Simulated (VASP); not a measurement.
Wanted: the native input for a VASP 6.6.1 run.

```
Task                   : single point
Functional             : RPBE
Dispersion             : D3(BJ)
Potentials or basis    : VASP PAW PBE potentials, release 64 (Pb_d)
Cutoff                 : 520 eV
k mesh                 : 7 × 7 × 7
Occupations            : methfessel-paxton, width 0.01 eV
Spin                   : non-collinear spin, zero start, spin-orbit coupling
Starting moments       : [[0.0, 0.0, 0.0]] μB
Dipole correction      : no
Further INCAR settings : ALGO = Normal; EDIFF = 1e-07; NBANDS = 25
```

The structure of Pb lies in POSCAR:

```
Pb
1.0
    0.0000000000      2.4415696833      2.4415696833
    2.4415696833      0.0000000000      2.4415696833
    2.4415696833      2.4415696833      0.0000000000
Pb
1
Direct
    0.0000000000      0.0000000000      0.0000000000
```

One way to write it, as run:

INCAR

```
SYSTEM = Pb
ALGO = Normal
EDIFF = 1E-7
ENCUT = 520
GGA = RP
GGA_COMPAT = .False.
ISIF = 2
ISMEAR = 1
IVDW = 12
LASPH = .True.
LCHARG = .False.
LNONCOLLINEAR = .True.
LORBIT = 11
LORBMOM = .True.
LREAL = .False.
LSORBIT = .True.
LWAVE = .False.
MAGMOM = 0 0 0
NBANDS = 25
NELM = 150
PREC = Accurate
SIGMA = 0.01
```

KPOINTS

```
k-points
0
Gamma
  7 7 7
  0 0 0
```

Potentials or basis: VASP PAW PBE potentials, release 64 (Pb_d).

Run with:

```console
$ cat potpaw_PBE.64/Pb_d/POTCAR > POTCAR
$ mpirun -np 1 vasp_ncl > vasp.out
```

It gave:

```yaml
Pressure: -15.3 GPa
Net_moment: 0.00 μB per cell
Valence_electrons_inside_the_program's_atomic_spheres: Pb 12.00
Dispersion_energy_per_atom: -2.613 eV
```

Caveat: the cell stands under tension; the PAW data sets were made with another functional, which shifts forces and pressure a little.

Run time: 52 s on 1 thread of Intel Xeon 8259CL (shared host), peak memory 0.25 GiB.
